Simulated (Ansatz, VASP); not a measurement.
## Two plane-wave programs on Cl

File INCAR:

```
ALGO     = Normal         # electronic algorithm
EDIFF    = 1E-6           # SCF threshold, eV
ENCUT    = 520            # plane-wave cutoff, eV
GGA      = PE             # functional
ISIF     = 2              # what is computed and relaxed
ISMEAR   = 0              # smearing method
IVDW     = 12             # dispersion correction
LASPH    = True           # aspherical terms in the spheres
LCHARG   = False          # write CHGCAR
LREAL    = False          # projectors in reciprocal space
LWAVE    = False          # write WAVECAR
NBANDS   = 38             # bands
NELM     = 60             # most SCF steps
PREC     = Accurate       # precision mode
SIGMA    = 0.02           # smearing width, eV
```

KPOINTS

```
k-points
0
Gamma
  4 8 4
```

File POSCAR:

```
Cl
1.0
    6.5914602617      0.0000000000      0.0000000000
    0.0000000000      4.0687806256      0.0000000000
    0.0000000000      0.0000000000      8.0921956624
Cl
8
Direct
    0.5000000000      0.3755227850      0.1089019673
    0.5000000000      0.8755227850      0.3910980327
    0.5000000000      0.6244772150      0.8910980327
    0.5000000000      0.1244772150      0.6089019673
    0.0000000000      0.8755227850      0.1089019673
    0.0000000000      0.3755227850      0.3910980327
    0.0000000000      0.1244772150      0.8910980327
    0.0000000000      0.6244772150      0.6089019673
```

Input for Ansatz:

```yaml
crystal:
  lattice:
    - [6.5914602617, 0.0, 0.0]
    - [0.0, 4.0687806256, 0.0]
    - [0.0, 0.0, 8.0921956624]
  atoms:
    - { symbol: Cl, position: [0.5, 0.375522785, 0.1089019673] }
    - { symbol: Cl, position: [0.5, 0.875522785, 0.3910980327] }
    - { symbol: Cl, position: [0.5, 0.624477215, 0.8910980327] }
    - { symbol: Cl, position: [0.5, 0.124477215, 0.6089019673] }
    - { symbol: Cl, position: [0.0, 0.875522785, 0.1089019673] }
    - { symbol: Cl, position: [0.0, 0.375522785, 0.3910980327] }
    - { symbol: Cl, position: [0.0, 0.124477215, 0.8910980327] }
    - { symbol: Cl, position: [0.0, 0.624477215, 0.6089019673] }
basis:
  ecutwfc: 420
kpoints:
  mp_grid: { grid: [4, 8, 4] }
hamiltonian:
  xc: pbe
  dispersion: d3bj
scf:
  occupations: { method: gaussian, width: 0.02 }
output:
  forces: true
  stress: true
  eigenvalues: true
```

Alike in both runs: task single point; functional PBE; dispersion D3(BJ); k mesh 4 × 8 × 4; occupations gaussian, width 0.02 eV; no spin polarisation.

|  | VASP | Ansatz |
| --- | --- | --- |
| version | VASP 6.6.1 | Ansatz 0.2.0 |
| potentials or method | VASP PAW PBE potentials, release 64 (Cl), cutoff 520 eV | scalar-relativistic, plane waves, PAW |
| valence electrons in the cell | 56 | 56 |

Ansatz gave:

* gap on the k mesh at the Fermi level (eV): 2.19
* least direct gap on the mesh (eV): 2.19
* pressure (GPa): 0.0
* traceless stress, the component that is largest in VASP (GPa): 0.00
* rms of the force components (eV/Å): 0.001

**Question.** Which values does VASP return?

**Answer.** gap on the k mesh at the Fermi level (eV): 2.24; least direct gap on the mesh (eV): 2.24; pressure (GPa): -0.4; traceless stress, the component that is largest in VASP (GPa): -0.40; rms of the force components (eV/Å): 0.101.

Atom by atom the forces differ by 0.100 eV/Å (rms over components).
